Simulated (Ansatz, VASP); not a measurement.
**V: VASP beside Ansatz**

```
V
1.0
     2.39589    0.00000    0.00000
     0.00000    2.39589    0.00000
     0.00000    0.00000    2.39589
V
1
Cartesian
  0.0000 0.0000 0.0000
```

Alike in both runs: task single point; functional r2SCAN; k mesh 14 × 14 × 14; occupations fermi-dirac, width 0.1 eV; no spin polarisation.

```csv
,VASP,Ansatz
version,VASP 6.6.1,Ansatz 0.2.0
potentials or method,"VASP PAW PBE potentials, release 64 (V_sv), cutoff 520 eV","plane waves (500 eV) with PAW, scalar-relativistic"
valence electrons in the cell,13,13
```

Ansatz gave:

```
pressure (GPa) : 7.2
```

Problem. Estimate VASP's values.

Solution. Pressure (GPa): 8.1.

VASP's potentials were made for PBE, not for r2SCAN.
